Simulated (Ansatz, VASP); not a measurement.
## One calculation of BN, two programs

```
N B
1.0
     2.49824    0.00000    0.00000
    -1.24912    2.16354    0.00000
     0.00000    0.00000    6.63570
N B
2 2
Direct
  0.66667 0.33333 0.25000
  0.33333 0.66667 0.75000
  0.66667 0.33333 0.75000
  0.33333 0.66667 0.25000
```

Alike in both runs: task single point; functional r2SCAN; k mesh 12 × 12 × 4; occupations fermi-dirac, width 0.05 eV; no spin polarisation.

|  | VASP | Ansatz |
| --- | --- | --- |
| version | VASP 6.6.1 | Ansatz 0.2.0 |
| potentials or method | VASP PAW PBE potentials, release 64 (N, B) | Ansatz PAW |
| plane-wave cutoff (eV) | 520 | 500 |
| valence electrons in the cell | 16 | 16 |

Ansatz gave:

```
gap on the k mesh at the Fermi level (eV)                     : 4.85
least direct gap on the mesh (eV)                             : 5.29
pressure (GPa)                                                : 1.1
traceless stress, the component that is largest in VASP (GPa) : -0.16
```

**Question.** Estimate VASP's values.

**Answer.** gap on the k mesh at the Fermi level (eV): 4.89; least direct gap on the mesh (eV): 5.32; pressure (GPa): 1.5; traceless stress, the component that is largest in VASP (GPa): -0.84.

VASP's potentials were made for PBE, not for r2SCAN.
